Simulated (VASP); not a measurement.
Input of a VASP 6.6.1 run:

File INCAR:

```
  ALGO = Normal
  DIPOL = 0.5 0.5 0.486
  EDIFF = 1E-6
  ENCUT = 520
  GGA = PS
  IDIPOL = 3
  ISIF = 2
  ISMEAR = 0
  LASPH = T
  LCHARG = T
  LDIPOL = T
  LELF = T
  LREAL = F
  LVACPOTAV = T
  LVHAR = T
  LWAVE = F
  NBANDS = 33
  NELM = 100
  PREC = Accurate
  SIGMA = 0.1
```

The input KPOINTS:

```
k-points
0
Gamma
  10 10 1
```

File POSCAR:

```
Al3Co4H
1.0
    2.8225855360      0.0000000000      0.0000000000
    0.0000000000      2.8225855360      0.0000000000
    0.0000000000      0.0000000000     27.4677566081
Co Al H
4 3 1
Direct
    0.5000000000      0.5000000000      0.3094537396
    0.5000000000      0.5000000000      0.4122136983
    0.5000000000      0.5000000000      0.5142211323
    0.5000000000      0.5000000000      0.6162705279
    0.0000000000      0.0000000000      0.3608337189
    0.0000000000      0.0000000000      0.4635601249
    0.0000000000      0.0000000000      0.5678158242
    0.0000000000      0.5000000000      0.6463435686
```

Potentials or basis: VASP PAW PBE potentials, release 64 (Co, Al, H).

Command:

```console
$ cat potpaw_PBE.64/Co/POTCAR potpaw_PBE.64/Al/POTCAR potpaw_PBE.64/H/POTCAR > POTCAR
$ mpirun -np 1 vasp_std > vasp.out
```

Task: What does it give for the band gap on the k mesh?

Result: Zero (bands 23 and 24 overlap by 0.82 eV).

Task: Predict the largest force.

Result: 0.831 eV/Å.

Forces in eV/Å, atoms in the order of the input:
```
Co   0.000  0.000  0.699
Co   0.000  0.000  0.121
Co   0.000  0.000 -0.007
Co   0.000  0.000  0.013
Al   0.000  0.000 -0.831
Al   0.000  0.000  0.015
Al   0.000  0.000 -0.022
H    0.000  0.000  0.011
```

Caveat: the PAW data sets were made with another functional, which shifts forces and pressure a little; the run has no spin polarisation, though such a crystal can be magnetic. Spin polarisation is off, so any magnetic state and its effect on volume and gap are missing.
